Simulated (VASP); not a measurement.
Write the native input for VASP 6.6.1 that does the following.

| Item | Value |
| --- | --- |
| Task | single point |
| Functional | PBE |
| Dispersion | TS |
| Potentials or basis | VASP PAW PBE potentials, release 64 (Bi_d, Se) |
| Cutoff | 520 eV |
| k mesh | 6 × 6 × 6 |
| Occupations | gaussian, width 0.02 eV |
| Spin | no spin polarisation |
| Further INCAR settings | ALGO = Normal; EDIFF = 1e-07 |

The structure of Bi2Se3 lies in POSCAR:

```
Bi2Se3
1.0
    2.0715000000      1.1959810826      9.5453333333
   -2.0715000000      1.1959810826      9.5453333333
    0.0000000000     -2.3919621653      9.5453333333
Bi Se
2 3
Direct
    0.5992000000      0.5992000000      0.5992000000
    0.4008000000      0.4008000000      0.4008000000
    0.7883000000      0.7883000000      0.7883000000
    0.2117000000      0.2117000000      0.2117000000
    0.0000000000      0.0000000000      0.0000000000
```

One way to write it, as run:

INCAR

```
  PREC = Accurate
  ENCUT = 520
  EDIFF = 1E-7
  ISMEAR = 0
  SIGMA = 0.02
  LREAL = F
  LASPH = T
  ALGO = Normal
  NELM = 100
  ISIF = 2
  LWAVE = F
  LCHARG = F
  IVDW = 2
```

KPOINTS

```
k-points
0
Gamma
  6 6 6
```

Potentials or basis: VASP PAW PBE potentials, release 64 (Bi_d, Se).

Command:

```bash
$ cat potpaw_PBE.64/Bi_d/POTCAR potpaw_PBE.64/Se/POTCAR > POTCAR
$ mpirun -np 1 vasp_std > vasp.out
```

It gave:

```json
{"Pressure": "1.6 GPa", "Largest force": "0.181 eV/Å", "Band gap on the k mesh": "0.22 eV", "Hirshfeld charges": "Bi +0.26; Se -0.15, -0.23 (each value once) e", "Dispersion energy per atom": "-0.226 eV"}
```

Caveat: spin-orbit coupling is left out, which moves the levels of the heavy elements.

Run time: 6.7 min on 1 thread of Intel(R) Xeon(R) 6975P-C (Granite Rapids) (shared host), peak memory 0.93 GiB.
